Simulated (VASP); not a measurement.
Set up this calculation in VASP 6.6.1, as the native input.

```
Task                   : single point
Functional             : PBE
Potentials or basis    : VASP PAW PBE potentials, release 64 (B, P)
Cutoff                 : 520 eV
k mesh                 : 8 × 8 × 8
Occupations            : gaussian, width 0.01 eV
Spin                   : no spin polarisation
Dipole correction      : no
Further INCAR settings : ALGO = Normal; EDIFF = 1e-06; NBANDS = 11
```

The structure of BP lies in POSCAR:

```
BP
1.0
    0.0000000000      2.2683156780      2.2683156780
    2.2683156780      0.0000000000      2.2683156780
    2.2683156780      2.2683156780      0.0000000000
B P
1 1
Direct
    0.0000000000      0.0000000000      0.0000000000
    0.2500000000      0.2500000000      0.2500000000
```

One way to write it, as run:

INCAR

```
SYSTEM = BP
PREC = Accurate
ENCUT = 520
EDIFF = 1E-6
ISMEAR = 0
SIGMA = 0.01
LREAL = .False.
LASPH = .True.
NELM = 60
ALGO = Normal
ISIF = 2
LWAVE = .False.
LCHARG = .True.
GGA = PE
LELF = .True.
LVHAR = .True.
NBANDS = 11
```

KPOINTS

```
regular mesh
0
Gamma
  8 8 8
  0 0 0
```

Potentials or basis: VASP PAW PBE potentials, release 64 (B, P).

Launch:

```bash
$ cat potpaw_PBE.64/B/POTCAR potpaw_PBE.64/P/POTCAR > POTCAR
$ mpirun -np 1 vasp_std > vasp.out
```

It gave:

The pressure is 1.1 GPa and the band gap on the k mesh is 1.27 eV, indirect (least direct gap 3.40 eV).

It took 3.8 s on 1 thread of Intel(R) Xeon(R) Platinum 8488C (Sapphire Rapids), with other jobs on the host, peak memory 0.13 GiB.
